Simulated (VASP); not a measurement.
Write the native input for VASP 6.6.1 that does the following.

| Property | Result |
| --- | --- |
| Task | single point |
| Functional | PBE |
| Potentials or basis | VASP PAW PBE potentials, release 64 (Si, C) |
| Cutoff | 520 eV |
| k mesh | 7 × 7 × 4 |
| Occupations | gaussian, width 0.05 eV |
| Spin | no spin polarisation |
| Dipole correction | no |
| Further INCAR settings | ALGO = Normal; EDIFF = 1e-06; NBANDS = 16 |

The structure of SiC (Moissanite) lies in POSCAR:

```
SiC
1.0
    3.0760000000      0.0000000000      0.0000000000
   -1.5380000000      2.6638941420      0.0000000000
    0.0000000000      0.0000000000      5.0480000000
Si C
2 2
Direct
    0.6666666667      0.3333333333      0.5000000000
    0.3333333333      0.6666666667      0.0000000000
    0.6666666667      0.3333333333      0.8850000000
    0.3333333333      0.6666666667      0.3850000000
```

The input as run:

INCAR

```
PREC = Accurate
ENCUT = 520
EDIFF = 1E-6
ISMEAR = 0
SIGMA = 0.05
LREAL = False
LASPH = True
NELM = 80
ALGO = Normal
ISIF = 2
LWAVE = False
LCHARG = False
GGA = PE
NBANDS = 16
```

KPOINTS

```
Automatic mesh
0
Gamma
  7 7 4
```

Potentials or basis: VASP PAW PBE potentials, release 64 (Si, C).

Command:

```console
$ cat potpaw_PBE.64/Si/POTCAR potpaw_PBE.64/C/POTCAR > POTCAR
$ mpirun -np 1 vasp_std > vasp.out
```

Results of the run:

| Quantity | Value |
| --- | --- |
| Pressure | 3.6 GPa |
| Largest force | 0.749 eV/Å |
| Band gap on the k mesh | 2.63 eV, indirect (least direct gap 4.13 eV) |

Run time: 32 s on 1 thread of AMD EPYC 7R13, with other jobs on the host, peak memory 0.12 GiB.
